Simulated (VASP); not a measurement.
A run of VASP 6.6.1:

The input INCAR:

```
  ALGO = Fast
  EDIFF = 1E-6
  ENCUT = 520
  ISIF = 2
  ISMEAR = 0
  LASPH = True
  LCHARG = False
  LREAL = False
  LWAVE = False
  NBANDS = 28
  NELM = 100
  PREC = Accurate
  SIGMA = 0.15
```

The input KPOINTS:

```
k-points
0
Gamma
  18 18 6
```

POSCAR

```
Pt
1.0
    2.7082945870      0.0000000000      0.0000000000
   -1.3541472935      2.3454519133      0.0000000000
    0.0000000000      0.0000000000      9.3530207388
Pt
4
Direct
    0.6005529079      0.2779069145      0.3750000000
    0.6005529079      0.2779069145      0.8750000000
    0.3994470921      0.7220930855      0.1250000000
    0.3994470921      0.7220930855      0.6250000000
```

Potentials or basis: VASP PAW LDA potentials, release 64 (Pt).

Run with:

```console
$ cat potpaw_LDA.64/Pt/POTCAR > POTCAR
$ mpirun -np 1 vasp_std > vasp.out
```

Hardware: 1 thread of AMD EPYC 9R14 (Zen 4) (shared host).

Q: How long does it take, and how much memory?

A: Run time: 16 min on 1 thread of AMD EPYC 9R14 (Zen 4) (shared host), peak memory 0.75 GiB. Counts: scf iterations 18, k points 656.
